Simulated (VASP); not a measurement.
# Sb (P2_1/m) in VASP: single point with r2SCAN+D4

Aim: the single point of Sb with r2SCAN+D4.

Everything below comes from runs of VASP 6.6.1. Logs are shortened: lines on timing, memory, paths and dates and some standing lists are left out, and cuts for length are marked.

## Step 1: The cell of the first run

The structure is monoclinic, space group P2_1/m (No. 11). The conventional cell has a = 3.122 Å, b = 4.348 Å, c = 4.406 Å, α = 90.00°, β = 90.51°, γ = 90.00°. Sb (site symmetry m) has 6 Sb at 3.04 to 3.15 Å within 4.0 Å.

## Step 2: Single point, r2SCAN+D4

Contents of POSCAR:

```
Sb
1.0
    3.1224020000      0.0000000000      0.0000000000
    0.0000000000      4.3475180000      0.0000000000
   -0.0389150000      0.0000000000      4.4058520000
Sb
2
Direct
    0.9886110000      0.7500000000      0.7588340000
    0.0113890000      0.2500000000      0.2411660000
```

Contents of INCAR.step1:

```
PREC     = Accurate       # precision mode
ENCUT    = 520            # plane-wave cutoff, eV
ISMEAR   = 1              # smearing method
SIGMA    = 0.1            # smearing width, eV
LREAL    = F              # projectors in reciprocal space
LASPH    = T              # aspherical terms in the spheres
NELM     = 60             # most SCF steps
NBANDS   = 12             # bands
GGA      = PE             # functional
ALGO     = Normal         # electronic algorithm
EDIFF    = 1E-4           # SCF threshold, eV
LWAVE    = T              # write WAVECAR
LCHARG   = F              # write CHGCAR
```

Contents of INCAR.step2:

```
PREC     = Accurate       # precision mode
ENCUT    = 520            # plane-wave cutoff, eV
EDIFF    = 1E-7           # SCF threshold, eV
ISMEAR   = 1              # smearing method
SIGMA    = 0.1            # smearing width, eV
LREAL    = F              # projectors in reciprocal space
LASPH    = T              # aspherical terms in the spheres
NELM     = 60             # most SCF steps
ALGO     = Normal         # electronic algorithm
ISIF     = 2              # what is computed and relaxed
LWAVE    = F              # write WAVECAR
LCHARG   = T              # write CHGCAR
METAGGA  = R2SCAN         # meta-GGA
LMIXTAU  = T            
IVDW     = 13             # dispersion correction
VDW_S6   = 1.0          
VDW_S8   = 0.6018749    
VDW_A1   = 0.51559235   
VDW_A2   = 5.77342911   
LELF     = T              # ELF
LVHAR    = T            
NBANDS   = 12             # bands
ISTART   = 1
```

Contents of KPOINTS:

```
Automatic mesh
0
Gamma
  9 7 6
```

Potentials or basis: VASP PAW PBE potentials, release 64 (Sb).

Run with:

```
$ cat potpaw_PBE.64/Sb/POTCAR > POTCAR
$ cp INCAR.step1 INCAR
$ mpirun -np 1 vasp_std > vasp.out
$ cp INCAR.step2 INCAR
$ mpirun -np 1 vasp_std > vasp.out
```

OUTCAR:

```text
PREC = Accurate
   ENCUT = 520
   EDIFF = 1E-7
   ISMEAR = 1
   LREAL = F
   LASPH = T
   NELM = 60
   ISIF = 2
   METAGGA = R2SCAN
   IVDW = 13
   ISTART = 1

 ion  position               nearest neighbor table
   1  0.989  0.750  0.759-   2 3.04   2 3.04   2 3.15   2 3.15
   2  0.011  0.250  0.241-   1 3.04   1 3.04   1 3.15   1 3.15

  LATTYP: Found a simple monoclinic cell.
 ALAT       =     3.1224020000
 B/A-ratio  =     1.3923633152
 C/A-ratio  =     1.4111007668
 COS(beta)  =    -0.0088322263

  Lattice vectors:

 A1 = (   3.1224020000,   0.0000000000,   0.0000000000)
 A2 = (   0.0000000000,   4.3475180000,   0.0000000000)
 A3 = (  -0.0389150000,   0.0000000000,   4.4058520000)

Analysis of symmetry for initial positions (statically):
=====================================================================
 Subroutine PRICEL returns:
 Original cell was already a primitive cell.

 Routine SETGRP: Setting up the symmetry group for a
 simple monoclinic supercell.

 Subroutine GETGRP returns: Found  4 space group operations
 (whereof  2 operations were pure point group operations)
 out of a pool of  4 trial point group operations.

The static configuration has the point symmetry S_2 .
 The point group associated with its full space group is C_2h.

Analysis of symmetry for dynamics (positions and initial velocities):
=====================================================================
 Subroutine PRICEL returns:
 Original cell was already a primitive cell.

 Routine SETGRP: Setting up the symmetry group for a
 simple monoclinic supercell.

 Subroutine GETGRP returns: Found  4 space group operations
 (whereof  2 operations were pure point group operations)
 out of a pool of  4 trial point group operations.

The dynamic configuration has the point symmetry S_2 .
 The point group associated with its full space group is C_2h.

 Subroutine INISYM returns: Found  4 space group operations
 (whereof  2 operations are pure point group operations),
 and found     1 'primitive' translations

----------------------------------------------------------------------------------------

                                     Primitive cell

  volume of cell :      59.8081

  direct lattice vectors                    reciprocal lattice vectors
     3.122402000  0.000000000  0.000000000     0.320266257  0.000000000  0.002828774
     0.000000000  4.347518000  0.000000000     0.000000000  0.230016299  0.000000000
    -0.038915000  0.000000000  4.405852000     0.000000000  0.000000000  0.226970856

  length of vectors
     3.122402000  4.347518000  4.406023856     0.320278749  0.230016299  0.226970856

  position of ions in fractional coordinates (direct lattice)
     0.988611000  0.750000000  0.758834000
     0.011389000  0.250000000  0.241166000

  ion indices of the primitive-cell ions
   primitive index   ion index
                 1           1
                 2           2

----------------------------------------------------------------------------------------

 KPOINTS: Automatic mesh

Automatic generation of k-mesh.
 Grid dimensions read from file:
 generate k-points for:    9    7    6

 Generating k-lattice:

  Cartesian coordinates                     Fractional coordinates (reciprocal lattice)
     0.035585140  0.000000000  0.000314308     0.111111111  0.000000000  0.000000000
     0.000000000  0.032859471  0.000000000     0.000000000  0.142857143  0.000000000
     0.000000000  0.000000000  0.037828476     0.000000000  0.000000000  0.166666667

  Length of vectors
     0.035586528  0.032859471  0.037828476

  Shift w.r.t. Gamma in fractional coordinates (k-lattice)
     0.000000000  0.000000000  0.000000000

 Subroutine IBZKPT returns following result:
 ===========================================

 Found    112 irreducible k-points:

 Following reciprocal coordinates:
            Coordinates               Weight
  0.000000  0.000000  0.000000      1.000000
  0.111111  0.000000  0.000000      2.000000
  0.222222  0.000000  0.000000      2.000000
  0.333333  0.000000  0.000000      2.000000
  0.444444  0.000000  0.000000      2.000000
  0.000000  0.142857  0.000000      2.000000
[... 16 lines left out ...]
  0.222222  0.000000  0.166667      2.000000
  0.333333  0.000000  0.166667      2.000000
 [... further k-points ...]
   k-points           NKPTS =    112   k-points in BZ     NKDIM =    112   number of bands    NBANDS=     12
   number of dos      NEDOS =    301   number of ions     NIONS =      2
   total plane-waves  NPLWV =  27648
   dimension x,y,z NGX =    24 NGY =   32 NGZ =   36
   dimension x,y,z NGXF=    48 NGYF=   64 NGZF=   72
   ions per type =               2
   NGX,Y,Z   is equivalent  to a cutoff of  12.78, 12.24, 13.58 a.u.
   NGXF,Y,Z  is equivalent  to a cutoff of  25.56, 24.47, 27.17 a.u.
 SYSTEM =  unknown system
   PREC   = accura    normal or accurate (medium, high low for compatibility)
   ISTART =      1    job   : 0-new  1-cont  2-samecut
   ICHARG =      0    charge: 1-file 2-atom 10-const
   ISPIN  =      1    spin polarized calculation?
   LNONCOLLINEAR =      F non collinear calculations
   LSORBIT =      F    spin-orbit coupling
   LASPH  =      T    aspherical Exc in radial PAW
   ENCUT  =  520.0 eV  38.22 Ry    6.18 a.u.   5.81  8.08  8.19*2*pi/ulx,y,z
   NELM   =     60;   NELMIN=  2; NELMDL=  0     # of ELM steps
   EDIFF  = 0.1E-06   stopping-criterion for ELM
   LREAL  =      F    real-space projection
   EDIFFG = 0.1E-05   stopping-criterion for IOM
   NSW    =      0    number of steps for IOM
   IBRION =     -1    ionic relax: 0-MD 1-quasi-New 2-CG
   NFREE  =      0    steps in history (QN), initial steepest desc. (CG)
   ISIF   =      2    stress and relaxation
   ISYM   =      2    0-nonsym 1-usesym 2-fastsym
   POTIM  = 0.5000    time-step for ionic-motion
   TEBEG  =    0.0;   TEEND  =   0.0 temperature during run
   PSTRESS=    0.0 pullay stress
   NELECT =      10.0000    total number of electrons
   NUPDOWN=      -1.0000    fix difference up-down
   EMIN   =  10.00;   EMAX   =-10.00  energy-range for DOS
   EFERMI =   0.00;   METHOD = LEGACY
   ISMEAR =     1;   SIGMA  =   0.10  broadening in eV -4-tet -1-fermi 0-gaus
   EFERMI_NEDOS =   21; number of points for ismear=-14 and -15
   IALGO  =     38    algorithm
   IMIX   =      4    mixing-type and parameters
     AMIX     =   0.40;   BMIX     =  1.00
     AMIX_MAG =   1.60;   BMIX_MAG =  1.00
  volume/ion in A,a.u.               =      29.90       201.80
  Fermi-wavevector in a.u.,A,eV,Ry     =   0.901893  1.704330 11.067117  0.813410
  Thomas-Fermi vector in A             =   2.025029
   LORBIT       =      0    0 simple, 1 ext, 2 COOP (PROOUT), +10 PAW based schemes
   METAGGA = R2SCAN    functional components
   LHFCALC =     F    Hartree Fock is set to
   AEXX    =    0.0000 exact exchange contribution
   IVDW    =    13    specifies the selected vdW correction
   LEPSILON=     F    determine dielectric tensor
   LRPA    =     F    only Hartree local field effects (RPA)
 non-spin polarized calculation
 Methfessel and Paxton  Order N= 1 SIGMA  =   0.10
  energy-cutoff  :      520.00
  volume of cell :       59.81
 maximum number of plane-waves:      1642
   NGX = 11   NGY = 17   NGZ = 17

 number of electron       9.9999999 magnetization

 Free energy of the ion-electron system (eV)
  ---------------------------------------------------
  ext. energy  EPLUGINS =         0.00000000
  ---------------------------------------------------
  free energy    TOTEN  =       -51.27259685 eV

  energy without entropy =      -51.27296707  energy(sigma->0) =      -51.27272026

 E-fermi :   7.0442     XC(G=0): -10.1007

 val. band max:        7.0409133325   @ k =   0.2222   0.4286   0.1667
 cond. band min:       7.0750471174   @ k =  -0.2222   0.4286   0.1667
 fundamental gap:      0.0341337849
 Fermi energy:         7.0442186774

 k-point     1 :       0.0000    0.0000    0.0000
  band No.  band energies     occupation
      1      -5.9429      2.00000
      2      -0.5163      2.00000
      3       3.2022      2.00000
      4       3.3369      2.00000
      5       9.4395      0.00000
      6      10.2805      0.00000
      7      10.5197      0.00000
      8      10.6837      0.00000
      9      14.0652      0.00000
     10      14.3422      0.00000
     11      14.7654      0.00000
     12      16.1790      0.00000

 k-point     2 :       0.1111    0.0000    0.0000
  band No.  band energies     occupation
      1      -5.7586      2.00000
      2      -0.3219      2.00000
      3       3.3705      2.00000
      4       3.5052      2.00000
      5       8.3667     -0.00000
      6       9.6122      0.00000
      7      10.6998      0.00000
      8      10.8621      0.00000
      9      13.0314      0.00000
     10      14.4867      0.00000
     11      15.3862      0.00000
     12      17.2936      0.00000

 k-point     3 :       0.2222    0.0000    0.0000
  band No.  band energies     occupation
      1      -5.2204      2.00000
      2       0.2583      2.00000
      3       3.8426      2.00000
      4       3.9774      2.00000
      5       5.5533      2.00000
      6      10.1171      0.00000
      7      10.2777      0.00000
      8      11.2038      0.00000
      9      11.3704      0.00000
     10      14.9105      0.00000
     11      15.5785      0.00000
     12      15.7311      0.00000
[... 286 lines left out ...]
 k-point    23 :       0.2222    0.0000    0.1667
  band No.  band energies     occupation
      1      -5.0043      2.00000
      2      -0.5607      2.00000
      3       4.2447      2.00000
      4       4.4879      2.00000
      5       5.7284      2.00000
      6       9.8168      0.00000
      7       9.9145      0.00000
      8      10.1642      0.00000
      9      11.1497      0.00000
     10      15.6551      0.00000
     11      15.8984      0.00000
     12      16.4933      0.00000

 k-point    24 :       0.3333    0.0000    0.1667
  band No.  band energies     occupation
      1      -4.1841      2.00000
      2       0.3237      2.00000
      3       3.2662      2.00000
      4       4.9008      2.00000
      5       5.1565      2.00000
      6       7.2894     -0.00286
      7      10.6040      0.00000
      8      10.8975      0.00000
      9      11.9215      0.00000
     10      13.5948      0.00000
     11      13.8889      0.00000
     12      17.1168      0.00000

 [... further k-points ...]

------------------------ aborting loop because EDIFF is reached ----------------------------------------

  DFT-D4 for vdW energy calculation

  Edisp (eV):   -0.34291

  FORCE on cell =-STRESS in cart. coord.  units (eV):
  Direction    XX          YY          ZZ          XY          YZ          ZX
  --------------------------------------------------------------------------------------
  -------------------------------------------------------------------------------------
  Total      -0.98987    -0.48886    -0.56007     0.00000     0.00000     0.06615
  in kB     -26.51732   -13.09590   -15.00342     0.00000     0.00000     1.77209
  external pressure =      -18.21 kB  Pullay stress =        0.00 kB

 VOLUME and BASIS-vectors are now :
 -----------------------------------------------------------------------------
  energy-cutoff  :      520.00
  volume of cell :       59.81
      direct lattice vectors                 reciprocal lattice vectors
     3.122402000  0.000000000  0.000000000     0.320266257  0.000000000  0.002828774
     0.000000000  4.347518000  0.000000000     0.000000000  0.230016299  0.000000000
    -0.038915000  0.000000000  4.405852000     0.000000000  0.000000000  0.226970856

 POSITION                                       TOTAL-FORCE (eV/Angst)
 -----------------------------------------------------------------------------------
      3.05731      3.26064      3.34331         0.042072      0.000000     -0.109015
      0.02618      1.08688      1.06254        -0.042072      0.000000      0.109015
 -----------------------------------------------------------------------------------
    total drift:                               -0.000000      0.000000      0.000000

  FREE ENERGIE OF THE ION-ELECTRON SYSTEM (eV)
  ---------------------------------------------------
  free  energy   TOTEN  =       -51.6155028946 eV

  energy  without entropy=      -51.6158731143  energy(sigma->0) =      -51.61562630
```

It took 2.1 min on 1 thread of Intel Xeon Platinum 8375C at 2.90GHz (Ice Lake), shared host; peak memory 0.21 GiB.

Results:

```
Free energy                : -51.6155 eV
Pressure                   : -1.8 GPa
Largest force              : 0.117 eV/Å
Band gap on the k mesh     : zero (band 5 reaches 12.34 eV, above the bottom of band 6 at 3.60 eV)
Dispersion energy per atom : -0.171 eV
```

Forces on the atoms (eV/Å):
```
Sb   0.042  0.000 -0.109
Sb  -0.042  0.000  0.109
```

Stress tensor (GPa, compression positive):
```
-2.65  0.00  0.18
 0.00 -1.31  0.00
 0.18  0.00 -1.50
```

Caveat: the PAW data sets were made with another functional, which shifts forces and pressure a little; spin-orbit coupling is left out, which moves the levels of the heavy elements; pairwise dispersion overbinds metals, which lowers pressure and volume.
